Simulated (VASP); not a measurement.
Runs of VASP 6.6.1 on Gd. Symmetry: P6_3/mmc, No. 194, hexagonal system. Conventional cell: a = 3.629 Å, b = 3.629 Å, c = 5.796 Å, α = 90.00°, β = 90.00°, γ = 120.00°. Gd (site symmetry -6m2) has 12 Gd at 3.58 to 3.63 Å within 4.7 Å. 

| fixed moment (μB) | pressure (GPa) | moment (μB) |
| --- | --- | --- |
| 2.65 | (a) | 2.65 |
| 21.18 | 3.3 | 21.18 |
| 18.53 | (b) | 18.53 |
| 7.94 | 8.4 | 7.94 |
| 13.24 | 1.1 | 13.24 |

Alike in all rows: task single point; level PBE+U; potentials or basis VASP PAW PBE potentials, release 64 (Gd); spin collinear, ferromagnetic start; Gd f U = 6.4 eV; cell as given; k mesh 9 × 9 × 5; cutoff (eV) 520; smearing fermi-dirac 0.1 eV.

**Question.** Fill in the values left out.

**Answer.** (a) 7.1; (b) 4.8.

Caveats: the total moment is fixed, so each spin has its own Fermi level.
